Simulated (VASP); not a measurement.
Runs of VASP 6.6.1 on Zn. The structure is that of space group Im-3m (No. 229), or close to it. The cells are those of the table. 

| task | cell | cutoff (eV) | k mesh for the DOS | occupations for the DOS | gap on the mesh (eV) | pressure (GPa) |
| --- | --- | --- | --- | --- | --- | --- |
| single point | a = 2.461 Å, angles 109.5°, 1 atom | 520 | - | - | none | 33.5 |
| single point | a = 2.560 Å, angles 109.5°, 1 atom | 520 | - | - | none | 11.9 |
| single point | a = 2.651 Å, angles 109.5°, 1 atom | 520 | - | - | none | 0.4 |
| relaxation of cell and atoms | relaxed from a = 2.639 Å, angles 109.5°, 1 atom | 600 | - | - | none | 0.0 |
| single point | a = 2.104 Å, angles 109.5°, 1 atom | 520 | - | - | none | (a) |

Alike in all rows: level PBEsol; potentials or basis VASP PAW PBE potentials, release 64 (Zn); no spin polarisation; k mesh 19 × 19 × 19; smearing fermi-dirac 0.05 eV.

Q: Estimate the missing entries.

A: (a) 339.6.

Caveats: the PAW data sets were made with another functional, which shifts forces and pressure a little.

A gap of «none» marks levels without a gap at the run's occupations.
